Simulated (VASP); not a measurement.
# Si (Cmmm) in VASP: density of states with PBE

Aim: the density of states of Si with PBE.

Program: VASP 6.6.1. These are calculated values, not measurements. Logs are shortened: lines on timing, memory, paths and dates and some standing lists are left out, and cuts for length are marked.

### Step 1. The cell of the first run

The structure is orthorhombic, space group Cmmm (No. 65). The conventional cell has a = 5.075 Å, b = 7.836 Å, c = 6.145 Å, α = 90.00°, β = 90.00°, γ = 90.00°. Si (site symmetry mm2) has 5 Si at 2.34 to 2.44 Å within 3.1 Å. Si (site symmetry 2) has 5 Si at 2.36 to 2.54 Å within 3.1 Å.

### Step 2. Density of states, PBE

Input file POSCAR:

```
Si
1.0
    2.5376525007     -3.9179292131      0.0000000000
    2.5376525007      3.9179292131      0.0000000000
    0.0000000000      0.0000000000      6.1454443873
Si
6
Direct
    0.5000000000      0.5000000000      0.1900099192
    0.5000000000      0.5000000000      0.8099900808
    0.0000000000      0.5000000000      0.6918581044
    0.5000000000      0.0000000000      0.3081418956
    0.5000000000      0.0000000000      0.6918581044
    0.0000000000      0.5000000000      0.3081418956
```

Input file INCAR.step1:

```
SYSTEM = Si
PREC = Accurate
ENCUT = 520
EDIFF = 1E-7
ISMEAR = 0
SIGMA = 0.1
LREAL = .False.
LASPH = .True.
NELM = 100
ALGO = Normal
ISIF = 2
LWAVE = .False.
LCHARG = .True.
GGA = PE
NBANDS = 21
```

Input file KPOINTS.step1:

```
Automatic mesh
0
Gamma
  10 10 6
  0 0 0
```

Input file INCAR.step2:

```
SYSTEM = Si
PREC = Accurate
ENCUT = 520
EDIFF = 1E-7
ISMEAR = -5
SIGMA = 0.1
LREAL = .False.
LASPH = .True.
NELM = 100
ALGO = Normal
ISIF = 2
LWAVE = .False.
LCHARG = .False.
GGA = PE
LORBIT = 10
NBANDS = 21
NEDOS = 1001
ICHARG = 11
```

Input file KPOINTS.step2:

```
Automatic mesh
0
Gamma
  15 15 9
  0 0 0
```

Potentials or basis: VASP PAW PBE potentials, release 64 (Si).

Command:

```console
> cat potpaw_PBE.64/Si/POTCAR > POTCAR
> cp INCAR.step1 INCAR
> cp KPOINTS.step1 KPOINTS
> mpirun -np 1 vasp_std > vasp.out
> cp INCAR.step2 INCAR
> cp KPOINTS.step2 KPOINTS
> mpirun -np 1 vasp_std > vasp.out
```

OUTCAR:

```text
SYSTEM = Si
   PREC = Accurate
   ENCUT = 520
   EDIFF = 1E-7
   ISMEAR = -5
   LREAL = .False.
   LASPH = .True.
   NELM = 100
   ISIF = 2
   GGA = PE
   LORBIT = 10
   ICHARG = 11

 ion  position               nearest neighbor table
   1  0.500  0.500  0.190-   2 2.34   4 2.44   6 2.44   4 2.44   6 2.44
   2  0.500  0.500  0.810-   1 2.34   3 2.44   5 2.44   5 2.44   3 2.44
   3  0.000  0.500  0.692-   6 2.36   2 2.44   2 2.44   5 2.54   5 2.54
   4  0.500  0.000  0.308-   5 2.36   1 2.44   1 2.44   6 2.54   6 2.54
   5  0.500  0.000  0.692-   4 2.36   2 2.44   2 2.44   3 2.54   3 2.54
   6  0.000  0.500  0.308-   3 2.36   1 2.44   1 2.44   4 2.54   4 2.54

  LATTYP: Found a base centered orthorhombic cell.
 ALAT       =     5.0753050014
 B/A-ratio  =     1.5439187249
 C/A-ratio  =     1.2108522317

  Lattice vectors:

 A1 = (   2.5376525007,  -3.9179292131,   0.0000000000)
 A2 = (   2.5376525007,   3.9179292131,   0.0000000000)
 A3 = (   0.0000000000,   0.0000000000,   6.1454443873)

Analysis of symmetry for initial positions (statically):
=====================================================================
 Subroutine PRICEL returns:
 Original cell was already a primitive cell.

 Routine SETGRP: Setting up the symmetry group for a
 base centered orthorhombic supercell.

 Subroutine GETGRP returns: Found  8 space group operations
 (whereof  8 operations were pure point group operations)
 out of a pool of  8 trial point group operations.

The static configuration has the point symmetry D_2h.

Analysis of symmetry for dynamics (positions and initial velocities):
=====================================================================
 Subroutine PRICEL returns:
 Original cell was already a primitive cell.

 Routine SETGRP: Setting up the symmetry group for a
 base centered orthorhombic supercell.

 Subroutine GETGRP returns: Found  8 space group operations
 (whereof  8 operations were pure point group operations)
 out of a pool of  8 trial point group operations.

The dynamic configuration has the point symmetry D_2h.

 Subroutine INISYM returns: Found  8 space group operations
 (whereof  8 operations are pure point group operations),
 and found     1 'primitive' translations

----------------------------------------------------------------------------------------

                                     Primitive cell

  volume of cell :     122.2002

  direct lattice vectors                    reciprocal lattice vectors
     2.537652501 -3.917929213  0.000000000     0.197032494 -0.127618436  0.000000000
     2.537652501  3.917929213  0.000000000     0.197032494  0.127618436  0.000000000
     0.000000000  0.000000000  6.145444387     0.000000000  0.000000000  0.162722162

  length of vectors
     4.667959890  4.667959890  6.145444387     0.234751504  0.234751504  0.162722162

  position of ions in fractional coordinates (direct lattice)
     0.500000000  0.500000000  0.190009919
     0.500000000  0.500000000  0.809990081
     0.000000000  0.500000000  0.691858104
     0.500000000  0.000000000  0.308141896
     0.500000000  0.000000000  0.691858104
     0.000000000  0.500000000  0.308141896

  ion indices of the primitive-cell ions
   primitive index   ion index
                 1           1
                 2           2
                 3           3
                 4           4
                 5           5
                 6           6

----------------------------------------------------------------------------------------

 KPOINTS: Automatic mesh

Automatic generation of k-mesh.
 Grid dimensions read from file:
 generate k-points for:   15   15    9

 Generating k-lattice:

  Cartesian coordinates                     Fractional coordinates (reciprocal lattice)
     0.013135500 -0.008507896  0.000000000     0.066666667  0.000000000  0.000000000
     0.013135500  0.008507896  0.000000000     0.000000000  0.066666667  0.000000000
     0.000000000  0.000000000  0.018080240     0.000000000  0.000000000  0.111111111

  Length of vectors
     0.015650100  0.015650100  0.018080240

  Shift w.r.t. Gamma in fractional coordinates (k-lattice)
     0.000000000  0.000000000  0.000000000

 TETIRR: Found   3044 inequivalent tetrahedra from    12150

 Subroutine IBZKPT returns following result:
 ===========================================

 Found    320 irreducible k-points:

 Following reciprocal coordinates:
            Coordinates               Weight
  0.000000  0.000000  0.000000      1.000000
  0.066667  0.000000  0.000000      4.000000
  0.133333  0.000000  0.000000      4.000000
  0.200000  0.000000  0.000000      4.000000
  0.266667  0.000000  0.000000      4.000000
  0.333333  0.000000  0.000000      4.000000
[... 16 lines left out ...]
  0.133333  0.133333  0.000000      2.000000
  0.200000  0.133333  0.000000      4.000000
 [... further k-points ...]
   k-points           NKPTS =    320   k-points in BZ     NKDIM =    320   number of bands    NBANDS=     21
   number of dos      NEDOS =   1001   number of ions     NIONS =      6
   total plane-waves  NPLWV =  62208
   dimension x,y,z NGX =    36 NGY =   36 NGZ =   48
   dimension x,y,z NGXF=    72 NGYF=   72 NGZF=   96
   ions per type =               6
   NGX,Y,Z   is equivalent  to a cutoff of  12.82, 12.82, 12.98 a.u.
   NGXF,Y,Z  is equivalent  to a cutoff of  25.64, 25.64, 25.97 a.u.
 SYSTEM =  Si
   PREC   = accura    normal or accurate (medium, high low for compatibility)
   ISTART =      0    job   : 0-new  1-cont  2-samecut
   ICHARG =     11    charge: 1-file 2-atom 10-const
   ISPIN  =      1    spin polarized calculation?
   LNONCOLLINEAR =      F non collinear calculations
   LSORBIT =      F    spin-orbit coupling
   LASPH  =      T    aspherical Exc in radial PAW
   ENCUT  =  520.0 eV  38.22 Ry    6.18 a.u.   8.68  8.68 11.43*2*pi/ulx,y,z
   NELM   =    100;   NELMIN=  2; NELMDL=  0     # of ELM steps
   EDIFF  = 0.1E-06   stopping-criterion for ELM
   LREAL  =      F    real-space projection
   EDIFFG = 0.1E-05   stopping-criterion for IOM
   NSW    =      0    number of steps for IOM
   IBRION =     -1    ionic relax: 0-MD 1-quasi-New 2-CG
   NFREE  =      0    steps in history (QN), initial steepest desc. (CG)
   ISIF   =      2    stress and relaxation
   ISYM   =      2    0-nonsym 1-usesym 2-fastsym
   POTIM  = 0.5000    time-step for ionic-motion
   TEBEG  =    0.0;   TEEND  =   0.0 temperature during run
   PSTRESS=    0.0 pullay stress
   NELECT =      24.0000    total number of electrons
   NUPDOWN=      -1.0000    fix difference up-down
   EMIN   =  10.00;   EMAX   =-10.00  energy-range for DOS
   EFERMI =   0.00;   METHOD = LEGACY
   ISMEAR =    -5;   SIGMA  =   0.10  broadening in eV -4-tet -1-fermi 0-gaus
   EFERMI_NEDOS =   21; number of points for ismear=-14 and -15
   IALGO  =     38    algorithm
   IMIX   =      4    mixing-type and parameters
     AMIX     =   0.40;   BMIX     =  1.00
     AMIX_MAG =   1.60;   BMIX_MAG =  1.00
  volume/ion in A,a.u.               =      20.37       137.44
  Fermi-wavevector in a.u.,A,eV,Ry     =   0.951600  1.798264 12.320662  0.905543
  Thomas-Fermi vector in A             =   2.080085
   LORBIT       =     10    0 simple, 1 ext, 2 COOP (PROOUT), +10 PAW based schemes
   GGA     = PE    functional components
   LHFCALC =     F    Hartree Fock is set to
   AEXX    =    0.0000 exact exchange contribution
   IVDW    =     0    specifies the selected vdW correction
   LEPSILON=     F    determine dielectric tensor
   LRPA    =     F    only Hartree local field effects (RPA)
 non-spin polarized calculation
 Fermi weights with tetrahedron method with Bloechl corrections
  energy-cutoff  :      520.00
  volume of cell :      122.20
 maximum number of plane-waves:      3317

 number of electron      24.0000001 magnetization

 Free energy of the ion-electron system (eV)
  ---------------------------------------------------
  ext. energy  EPLUGINS =         0.00000000
  ---------------------------------------------------
  free energy    TOTEN  =       -29.63853321 eV

  energy without entropy =      -29.63853321  energy(sigma->0) =      -29.63853321

 E-fermi :   5.6867     XC(G=0):  -9.3597

 val. band max:        5.7294341529   @ k =  -0.2667   0.2667   0.1111
 cond. band min:       5.6359013122   @ k =  -0.3333   0.1333   0.3333
 fundamental gap:     -0.0935328407
 Fermi energy:         5.6866771221

 k-point     1 :       0.0000    0.0000    0.0000
  band No.  band energies     occupation
      1      -6.7711      2.00000
      2      -4.2073      2.00000
      3      -1.9446      2.00000
      4      -0.2796      2.00000
      5      -0.1379      2.00000
      6       1.5415      2.00000
[... 13 lines left out ...]
     20      10.4760      0.00000
     21      11.0478      0.00000

 k-point     2 :       0.0667    0.0000    0.0000
  band No.  band energies     occupation
      1      -6.7413      2.00000
      2      -4.1779      2.00000
      3      -1.9577      2.00000
      4      -0.8241      2.00000
      5       0.3846      2.00000
      6       1.3403      2.00000
[... 13 lines left out ...]
     20      10.5890      0.00000
     21      11.0646      0.00000
[... 487 lines left out ...]
      5       0.1066      2.00000
      6       1.3250      2.00000
[... 13 lines left out ...]
     20      10.5541      0.00000
     21      11.3808      0.00000

 k-point    24 :       0.2000    0.1333    0.0000
  band No.  band energies     occupation
      1      -6.2449      2.00000
      2      -3.7031      2.00000
      3      -3.0088      2.00000
      4      -1.8585      2.00000
      5      -0.3575      2.00000
      6       1.1206      2.00000
[... 13 lines left out ...]
     20      10.3468      0.00000
     21      11.5486      0.00000

 [... further k-points ...]

------------------------ aborting loop because EDIFF is reached ----------------------------------------

  FORCE on cell =-STRESS in cart. coord.  units (eV):
  Direction    XX          YY          ZZ          XY          YZ          ZX
  --------------------------------------------------------------------------------------
  -------------------------------------------------------------------------------------
  Total       -0.0325531     -0.1110678      0.0544697      0.0000000      0.0000000      0.0000000
  in kB       -0.4268070     -1.4562190      0.7141565      0.0000000      0.0000000      0.0000000
  external PRESSURE =      -0.3896232 kB  Pullay stress =       0.0000000 kB

 VOLUME and BASIS-vectors are now :
 -----------------------------------------------------------------------------
  energy-cutoff  :      520.00
  volume of cell :      122.20
      direct lattice vectors                 reciprocal lattice vectors
     2.537652501 -3.917929213  0.000000000     0.197032494 -0.127618436  0.000000000
     2.537652501  3.917929213  0.000000000     0.197032494  0.127618436  0.000000000
     0.000000000  0.000000000  6.145444387     0.000000000  0.000000000  0.162722162

 POSITION                                       TOTAL-FORCE (eV/Angst)
 -----------------------------------------------------------------------------------
      2.53765      0.00000      1.16770         0.000000      0.000000     -0.028474
      2.53765      0.00000      4.97775         0.000000      0.000000      0.028474
      1.26883      1.95896      4.25178        -0.000000      0.000000     -0.014944
      1.26883     -1.95896      1.89367         0.000000     -0.000000      0.014944
      1.26883     -1.95896      4.25178        -0.000000     -0.000000     -0.014944
      1.26883      1.95896      1.89367        -0.000000     -0.000000      0.014944
 -----------------------------------------------------------------------------------
    total drift:                                0.000000      0.000000      0.000000

  FREE ENERGIE OF THE ION-ELECTRON SYSTEM (eV)
  ---------------------------------------------------
  free  energy   TOTEN  =       -29.6385332130 eV

  energy  without entropy=      -29.6385332130  energy(sigma->0) =      -29.63853321

 total charge

# of ion       s       p       d       tot
------------------------------------------
    1        0.773   0.864   0.000   1.637
    2        0.773   0.864   0.000   1.637
    3        0.798   0.829   0.000   1.627
    4        0.798   0.829   0.000   1.627
    5        0.798   0.829   0.000   1.627
    6        0.798   0.829   0.000   1.627
--------------------------------------------------
tot          4.737   5.044   0.000   9.781
```

Wall time 8.1 min (1 thread of Intel Xeon Platinum 8488C (Sapphire Rapids), shared host); peak memory 0.62 GiB.

What came out:

```
Valence electrons inside the program's atomic spheres : Si 1.64, 1.63
```

Levels at points of the mesh, in eV from the Fermi level:
```
           k point  band 9  band 10  band 11  band 12  band 13  band 14  band 15  band 16
(0.00, 0.00, 0.00)   -2.46    -2.30    -1.26    -1.18    -1.13    -0.15    -0.05     1.46
```

Caveat: tetrahedron occupations give inexact forces and stress in metals.
